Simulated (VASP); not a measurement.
# NaCl (P4/mmm) in VASP: further runs

NaCl is run at these levels: PBEsol; tasks: single point.

All numbers are computed with VASP 6.6.1; they aren't measurements. Logs are shortened: lines on timing, memory, paths and dates and some standing lists are left out, and cuts for length are marked.

### 1 The cell of the first run

It takes space group P4/mmm (No. 123, tetragonal). Conventional cell: a = 2.860 Å, b = 2.860 Å, c = 2.803 Å, α = 90.00°, β = 90.00°, γ = 90.00°. Within 3.2 Å of Na (site symmetry 4/mmm) lie 8 Cl at 2.46 Å and 6 Na at 2.80 to 2.86 Å. Cl (site symmetry 4/mmm) has 8 Na at 2.46 Å and 6 Cl at 2.80 to 2.86 Å within 3.2 Å.

### 2 Single point, PBEsol (zz strain of -2 %)

Input file INCAR:

```
SYSTEM = NaCl
PREC = Accurate ; ENCUT = 520
EDIFF = 1E-6 ; ISMEAR = -1
SIGMA = 0.03 ; LREAL = .FALSE.
LASPH = .TRUE. ; NELM = 80
ALGO = Normal ; ISIF = 2
LWAVE = .FALSE. ; LCHARG = .TRUE.
GGA = PS ; LELF = .TRUE.
LVHAR = .TRUE. ; NBANDS = 14
```

Input file KPOINTS:

```
regular mesh
0
G
  9 9 9
  0 0 0
```

Input file POSCAR:

```
NaCl
1.0
    2.8600000000      0.0000000000      0.0000000000
    0.0000000000      2.8600000000      0.0000000000
    0.0000000000      0.0000000000      2.8028000000
Na Cl
1 1
Direct
    0.0000000000      0.0000000000      0.0000000000
    0.5000000000      0.5000000000      0.5000000000
```

Potentials or basis: VASP PAW PBE potentials, release 64 (Na_pv, Cl).

Launch:

```sh
cat potpaw_PBE.64/Na_pv/POTCAR potpaw_PBE.64/Cl/POTCAR > POTCAR
mpirun -np 1 vasp_std > vasp.out
```

OUTCAR:

```text
SYSTEM = NaCl
   PREC = Accurate
   ENCUT = 520
   EDIFF = 1E-6
   ISMEAR = -1
   LREAL = .FALSE.
   LASPH = .TRUE.
   NELM = 80
   ISIF = 2
   GGA = PS

 ion  position               nearest neighbor table
   1  0.000  0.000  0.000-   2 2.46   2 2.46   2 2.46   2 2.46   2 2.46   2 2.46   2 2.46   2 2.46

   2  0.500  0.500  0.500-   1 2.46   1 2.46   1 2.46   1 2.46   1 2.46   1 2.46   1 2.46   1 2.46

  LATTYP: Found a simple tetragonal cell.
 ALAT       =     2.8600000000
 C/A-ratio  =     0.9800000000

  Lattice vectors:

 A1 = (   2.8600000000,   0.0000000000,   0.0000000000)
 A2 = (   0.0000000000,   2.8600000000,   0.0000000000)
 A3 = (   0.0000000000,   0.0000000000,   2.8028000000)

Analysis of symmetry for initial positions (statically):
=====================================================================
 Subroutine PRICEL returns:
 Original cell was already a primitive cell.

 Routine SETGRP: Setting up the symmetry group for a
 simple tetragonal supercell.

 Subroutine GETGRP returns: Found 16 space group operations
 (whereof 16 operations were pure point group operations)
 out of a pool of 16 trial point group operations.

The static configuration has the point symmetry D_4h.

Analysis of symmetry for dynamics (positions and initial velocities):
=====================================================================
 Subroutine PRICEL returns:
 Original cell was already a primitive cell.

 Routine SETGRP: Setting up the symmetry group for a
 simple tetragonal supercell.

 Subroutine GETGRP returns: Found 16 space group operations
 (whereof 16 operations were pure point group operations)
 out of a pool of 16 trial point group operations.

The dynamic configuration has the point symmetry D_4h.

 Subroutine INISYM returns: Found 16 space group operations
 (whereof 16 operations are pure point group operations),
 and found     1 'primitive' translations

----------------------------------------------------------------------------------------

                                     Primitive cell

  volume of cell :      22.9258

  direct lattice vectors                    reciprocal lattice vectors
     2.860000000  0.000000000  0.000000000     0.349650350  0.000000000  0.000000000
     0.000000000  2.860000000  0.000000000     0.000000000  0.349650350  0.000000000
     0.000000000  0.000000000  2.802800000     0.000000000  0.000000000  0.356786071

  length of vectors
     2.860000000  2.860000000  2.802800000     0.349650350  0.349650350  0.356786071

  position of ions in fractional coordinates (direct lattice)
     0.000000000  0.000000000  0.000000000
     0.500000000  0.500000000  0.500000000

  ion indices of the primitive-cell ions
   primitive index   ion index
                 1           1
                 2           2

----------------------------------------------------------------------------------------

 KPOINTS: regular mesh

Automatic generation of k-mesh.
 Grid dimensions read from file:
 generate k-points for:    9    9    9

 Generating k-lattice:

  Cartesian coordinates                     Fractional coordinates (reciprocal lattice)
     0.038850039  0.000000000  0.000000000     0.111111111  0.000000000  0.000000000
     0.000000000  0.038850039  0.000000000     0.000000000  0.111111111  0.000000000
     0.000000000  0.000000000  0.039642897     0.000000000  0.000000000  0.111111111

  Length of vectors
     0.038850039  0.038850039  0.039642897

  Shift w.r.t. Gamma in fractional coordinates (k-lattice)
     0.000000000  0.000000000  0.000000000

 Subroutine IBZKPT returns following result:
 ===========================================

 Found     75 irreducible k-points:

 Following reciprocal coordinates:
            Coordinates               Weight
  0.000000  0.000000  0.000000      1.000000
  0.111111  0.000000  0.000000      4.000000
  0.222222  0.000000  0.000000      4.000000
  0.333333  0.000000  0.000000      4.000000
  0.444444  0.000000  0.000000      4.000000
  0.111111  0.111111  0.000000      4.000000
[... 16 lines left out ...]
  0.333333  0.111111  0.111111     16.000000
  0.444444  0.111111  0.111111     16.000000
 [... further k-points ...]
   k-points           NKPTS =     75   k-points in BZ     NKDIM =     75   number of bands    NBANDS=     14
   number of dos      NEDOS =    301   number of ions     NIONS =      2
   total plane-waves  NPLWV =  13824
   dimension x,y,z NGX =    24 NGY =   24 NGZ =   24
   dimension x,y,z NGXF=    48 NGYF=   48 NGZF=   48
   ions per type =               1   1
   NGX,Y,Z   is equivalent  to a cutoff of  13.95, 13.95, 14.24 a.u.
   NGXF,Y,Z  is equivalent  to a cutoff of  27.90, 27.90, 28.47 a.u.
 SYSTEM =  NaCl
   PREC   = accura    normal or accurate (medium, high low for compatibility)
   ISTART =      0    job   : 0-new  1-cont  2-samecut
   ICHARG =      2    charge: 1-file 2-atom 10-const
   ISPIN  =      1    spin polarized calculation?
[... 65 lines left out ...]
      4     -10.1279      2.00000
      5       5.6279      2.00000
      6       5.6279      2.00000
      7       6.0031      2.00000
      8      13.3178      0.00000
      9      13.5163      0.00000
     10      14.5008      0.00000
     11      24.6483      0.00000
     12      25.1205      0.00000
     13      25.1205      0.00000
     14      29.4822      0.00000

 k-point     2 :       0.1111    0.0000    0.0000
  band No.  band energies     occupation
      1     -15.6654      2.00000
      2     -15.5993      2.00000
      3     -15.5819      2.00000
      4      -9.9557      2.00000
      5       4.6485      2.00000
      6       5.6770      2.00000
      7       6.0528      2.00000
      8      13.6265      0.00000
      9      14.1943      0.00000
     10      15.1947      0.00000
     11      23.6066      0.00000
     12      24.1031      0.00000
     13      25.2598      0.00000
     14      28.1810      0.00000

 k-point     3 :       0.2222    0.0000    0.0000
  band No.  band energies     occupation
      1     -15.8132      2.00000
      2     -15.5876      2.00000
      3     -15.5711      2.00000
      4      -9.4952      2.00000
      5       2.7775      2.00000
      6       5.8058      2.00000
      7       6.1833      2.00000
      8      14.2015      0.00000
      9      14.9148      0.00000
     10      17.6946      0.00000
     11      21.8568      0.00000
     12      22.3737      0.00000
     13      25.2616      0.00000
     14      25.6458      0.00000

 k-point     4 :       0.3333    0.0000    0.0000
  band No.  band energies     occupation
      1     -15.9696      2.00000
      2     -15.5743      2.00000
      3     -15.5587      2.00000
      4      -8.9076      2.00000
      5       1.0667      2.00000
      6       5.9613      2.00000
      7       6.3406      2.00000
      8      15.0531      0.00000
      9      15.6711      0.00000
     10      20.0831      0.00000
     11      20.4372      0.00000
     12      20.9625      0.00000
     13      22.7115      0.00000
     14      26.1628      0.00000

 k-point     5 :       0.4444    0.0000    0.0000
  band No.  band energies     occupation
      1     -16.0661      2.00000
      2     -15.5656      2.00000
      3     -15.5506      2.00000
      4      -8.4651      2.00000
      5       0.0325      2.00000
      6       6.0688      2.00000
      7       6.4492      2.00000
      8      15.8504      0.00000
      9      16.3075      0.00000
     10      19.6651      0.00000
     11      20.1934      0.00000
[... 276 lines left out ...]
 k-point    22 :       0.2222    0.1111    0.1111
  band No.  band energies     occupation
      1     -15.7964      2.00000
      2     -15.6318      2.00000
      3     -15.6095      2.00000
      4      -9.2216      2.00000
      5       2.9903      2.00000
      6       5.0009      2.00000
      7       5.2898      2.00000
      8      15.5649      0.00000
      9      16.2546      0.00000
     10      17.6173      0.00000
     11      20.4809      0.00000
     12      21.4139      0.00000
     13      23.1004      0.00000
     14      27.5333      0.00000

 k-point    23 :       0.3333    0.1111    0.1111
  band No.  band energies     occupation
      1     -15.9339      2.00000
      2     -15.6145      2.00000
      3     -15.5951      2.00000
      4      -8.6973      2.00000
      5       1.3352      2.00000
      6       5.2322      2.00000
      7       5.5328      2.00000
      8      16.2273      0.00000
      9      16.8452      0.00000
     10      18.1008      0.00000
     11      18.9181      0.00000
     12      22.2714      0.00000
     13      23.3292      0.00000
     14      25.5407      0.00000

 k-point    24 :       0.4444    0.1111    0.1111
  band No.  band energies     occupation
      1     -16.0208      2.00000
      2     -15.6022      2.00000
      3     -15.5856      2.00000
      4      -8.3035      2.00000
      5       0.3412      2.00000
      6       5.3879      2.00000
      7       5.7103      2.00000
      8      16.8981      0.00000
      9      17.3153      0.00000
     10      17.4682      0.00000
     11      17.9365      0.00000
     12      23.4155      0.00000
     13      23.4971      0.00000
     14      24.3618      0.00000

 [... further k-points ...]
[... 5 lines left out ...]
  --------------------------------------------------------------------------------------
  -------------------------------------------------------------------------------------
  Total        9.0783648      9.0783648      9.8655992      0.0000000      0.0000000      0.0000000
  in kB      634.4450873    634.4450873    689.4612696      0.0000000      0.0000000      0.0000000
  external PRESSURE =     652.7838148 kB  Pullay stress =       0.0000000 kB

 VOLUME and BASIS-vectors are now :
 -----------------------------------------------------------------------------
  energy-cutoff  :      520.00
  volume of cell :       22.93
      direct lattice vectors                 reciprocal lattice vectors
     2.860000000  0.000000000  0.000000000     0.349650350  0.000000000  0.000000000
     0.000000000  2.860000000  0.000000000     0.000000000  0.349650350  0.000000000
     0.000000000  0.000000000  2.802800000     0.000000000  0.000000000  0.356786071

 POSITION                                       TOTAL-FORCE (eV/Angst)
 -----------------------------------------------------------------------------------
      0.00000      0.00000      0.00000         0.000000      0.000000      0.000000
      1.43000      1.43000      1.40140         0.000000      0.000000      0.000000
 -----------------------------------------------------------------------------------
    total drift:                                0.000000     -0.000000     -0.000000

  FREE ENERGIE OF THE ION-ELECTRON SYSTEM (eV)
  ---------------------------------------------------
  free  energy   TOTEN  =        -4.5919109891 eV

  energy  without entropy=       -4.5919109891  energy(sigma->0) =       -4.59191099
```

Run time: 6.1 s. Hardware: 1 thread of Intel Xeon 6975P-C (Granite Rapids), shared host; peak memory 0.14 GiB.

Results:

```yaml
Free_energy: -4.5919 eV
Pressure: 65.3 GPa
Band_gap_on_the_k_mesh: 4.28 eV, direct
```

Stress tensor (GPa, compression positive):
```
63.44  0.00  0.00
 0.00 63.44  0.00
 0.00  0.00 68.95
```

Caveat: the cell differs from its parent crystal (zz strain of -2 %); the PAW data sets were made with another functional, which shifts forces and pressure a little.

### 3 Single point, PBEsol (zz strain of -1 %)

Input file INCAR:

```
SYSTEM = NaCl
  PREC = Accurate
  ENCUT = 520
  EDIFF = 1E-6
  ISMEAR = -1
  SIGMA = 0.03
  LREAL = .False.
  LASPH = .True.
  NELM = 80
  ALGO = Normal
  ISIF = 2
  LWAVE = .False.
  LCHARG = .False.
  GGA = PS
  NBANDS = 14
```

Input file KPOINTS:

```
regular mesh
0
Gamma
  9 9 9
  0 0 0
```

POSCAR, as its differences from that of step 2:

```diff
@@ -4,3 +4,3 @@
     0.0000000000      2.8600000000      0.0000000000
-    0.0000000000      0.0000000000      2.8028000000
+    0.0000000000      0.0000000000      2.8314000000
 Na Cl
```

Potentials or basis: VASP PAW PBE potentials, release 64 (Na_pv, Cl).

Launch:

```sh
cat potpaw_PBE.64/Na_pv/POTCAR potpaw_PBE.64/Cl/POTCAR > POTCAR
mpirun -np 1 vasp_std > vasp.out
```

Run time: 10 s. Hardware: 1 thread of Intel Xeon Platinum 8259CL at 2.50GHz (Skylake/Cascade Lake), shared host; peak memory 0.14 GiB.

The run converged. Its results:

```yaml
Free_energy: -4.6893 eV
Pressure: 62.6 GPa
Band_gap_on_the_k_mesh: 4.42 eV, direct
```

Stress tensor (GPa, compression positive):
```
61.73  0.00  0.00
 0.00 61.73  0.00
 0.00  0.00 64.38
```

Levels at points of the mesh, in eV from the valence-band top:
```tsv
k point	band 5	band 6	band 7	band 8	band 9	band 10
(0.00, 0.00, 0.00)	-1.39	-1.39	-1.21	6.34	6.45	7.27
```

Caveat: the cell differs from its parent crystal (zz strain of -1 %); the PAW data sets were made with another functional, which shifts forces and pressure a little.

### 4 Single point, PBEsol (equal xx and yy strain of -1 %)

Input file INCAR:

```
ALGO = Normal ; EDIFF = 1E-6
ENCUT = 520 ; GGA = PS
ISIF = 2 ; ISMEAR = -1
LASPH = T ; LCHARG = F
LREAL = F ; LWAVE = F
NBANDS = 14 ; NELM = 100
PREC = Accurate ; SIGMA = 0.03
```

Input file KPOINTS:

```
k-points
0
Gamma
  9 9 9
```

Input file POSCAR:

```
NaCl
1.0
    2.8314000000      0.0000000000      0.0000000000
    0.0000000000      2.8314000000      0.0000000000
    0.0000000000      0.0000000000      2.8600000000
Na Cl
1 1
Direct
    0.0000000000      0.0000000000      0.0000000000
    0.5000000000      0.5000000000      0.5000000000
```

Launch:

```sh
cat potpaw_PBE.64/Na_pv/POTCAR potpaw_PBE.64/Cl/POTCAR > POTCAR
mpirun -np 1 vasp_std > vasp.out
```

It took 11 s on 1 thread of Intel Xeon Platinum 8259CL at 2.50GHz (Skylake/Cascade Lake), shared host; peak memory 0.14 GiB.

Results (log left out):

| Property | Result |
| --- | --- |
| Free energy | -4.5969 eV |
| Pressure | 65.2 GPa |
| Band gap on the k mesh | 4.43 eV, direct |

Stress tensor (GPa, compression positive):
```
66.10  0.00  0.00
 0.00 66.10  0.00
 0.00  0.00 63.45
```

Levels at points of the mesh, in eV from the valence-band top:
| k point | band 5 | band 6 | band 7 | band 8 | band 9 | band 10 |
| --- | --- | --- | --- | --- | --- | --- |
| (0.00, 0.00, 0.00) | -1.43 | -1.24 | -1.24 | 6.32 | 6.45 | 7.40 |

Caveat: the cell differs from its parent crystal (equal xx and yy strain of -1 %); the PAW data sets were made with another functional, which shifts forces and pressure a little.

### 5 Single point, PBEsol (zz strain of +1 %)

Input file INCAR:

```
PREC = Accurate
ENCUT = 520
EDIFF = 1E-7
ISMEAR = -1
SIGMA = 0.03
LREAL = F
LASPH = T
NELM = 80
ALGO = Normal
ISIF = 2
LWAVE = F
LCHARG = T
GGA = PS
LELF = T
LVHAR = T
NBANDS = 14
```

Input file KPOINTS:

```
regular mesh
0
Gamma
  9 9 9
```

Input file POSCAR:

```
NaCl
1.0
    2.8600000000      0.0000000000      0.0000000000
    0.0000000000      2.8600000000      0.0000000000
    0.0000000000      0.0000000000      2.8886000000
Na Cl
1 1
Direct
    0.0000000000      0.0000000000      0.0000000000
    0.5000000000      0.5000000000      0.5000000000
```

Launch:

```sh
cat potpaw_PBE.64/Na_pv/POTCAR potpaw_PBE.64/Cl/POTCAR > POTCAR
mpirun -np 1 vasp_std > vasp.out
```

It took 16 s on 1 thread of Intel Xeon Platinum 8259CL at 2.50GHz (Skylake/Cascade Lake), shared host; peak memory 0.14 GiB.

The run converged. Its results:

```yaml
Free_energy: -4.8651 eV
Pressure: 57.6 GPa
Band_gap_on_the_k_mesh: 4.54 eV, direct
```

Stress tensor (GPa, compression positive):
```
58.47  0.00  0.00
 0.00 58.47  0.00
 0.00  0.00 56.01
```

Levels at points of the mesh, in eV from the valence-band top:
```csv
k point,band 5,band 6,band 7,band 8,band 9,band 10
"(0.00, 0.00, 0.00)",-1.37,-1.19,-1.19,6.48,6.62,7.14
```

Caveat: the cell differs from its parent crystal (zz strain of +1 %); the PAW data sets were made with another functional, which shifts forces and pressure a little.

### 6 Single point, PBEsol (zz strain of +2 %)

Input file INCAR:

```
PREC = Accurate ; ENCUT = 520
EDIFF = 1E-6 ; ISMEAR = -1
SIGMA = 0.03 ; LREAL = False
LASPH = True ; NELM = 80
ALGO = Normal ; ISIF = 2
LWAVE = False ; LCHARG = True
GGA = PS ; LELF = True
LVHAR = True ; NBANDS = 14
```

Input file KPOINTS:

```
Automatic mesh
0
Gamma
  9 9 9
```

POSCAR, as its differences from that of step 5:

```diff
@@ -4,3 +4,3 @@
     0.0000000000      2.8600000000      0.0000000000
-    0.0000000000      0.0000000000      2.8886000000
+    0.0000000000      0.0000000000      2.9172000000
 Na Cl
```

Potentials or basis: VASP PAW PBE potentials, release 64 (Na_pv, Cl).

Launch:

```sh
cat potpaw_PBE.64/Na_pv/POTCAR potpaw_PBE.64/Cl/POTCAR > POTCAR
mpirun -np 1 vasp_std > vasp.out
```

Run time: 15 s. Hardware: 1 thread of Intel Xeon Platinum 8259CL at 2.50GHz (Skylake/Cascade Lake), shared host; peak memory 0.15 GiB.

Results (log left out):

```
Free energy            : -4.9442 eV
Pressure               : 55.4 GPa
Band gap on the k mesh : 4.53 eV, direct
```

Stress tensor (GPa, compression positive):
```
56.98  0.00  0.00
 0.00 56.98  0.00
 0.00  0.00 52.22
```

Levels at points of the mesh, in eV from the valence-band top:
```tsv
k point	band 4	band 5	band 6	band 7	band 8	band 9	band 10	band 11
(0.00, 0.00, 0.00)	-16.87	-1.50	-1.16	-1.16	6.38	6.70	7.07	17.61
```

Caveat: the cell differs from its parent crystal (zz strain of +2 %); the PAW data sets were made with another functional, which shifts forces and pressure a little. A k mesh can miss the band edges.

### 7 Overview

```tsv
cell	gap on the mesh (eV)	pressure (GPa)
a = 2.860, b = 2.860, c = 2.803 Å, 2 atoms	4.28	65.3
a = 2.860, b = 2.860, c = 2.831 Å, 2 atoms	4.42	62.6
a = 2.831, b = 2.831, c = 2.860 Å, 2 atoms	4.43	65.2
a = 2.860, b = 2.860, c = 2.889 Å, 2 atoms	4.54	57.6
a = 2.860, b = 2.860, c = 2.917 Å, 2 atoms	4.53	55.4
```

Alike in all rows: task single point; level PBEsol; potentials or basis VASP PAW PBE potentials, release 64 (Na_pv, Cl); no spin polarisation; k mesh 9 × 9 × 9; cutoff (eV) 520; smearing fermi-dirac 0.03 eV.

Caveats: the PAW data sets were made with another functional, which shifts forces and pressure a little.

Absolute energies hang on the potentials; compare differences alone.
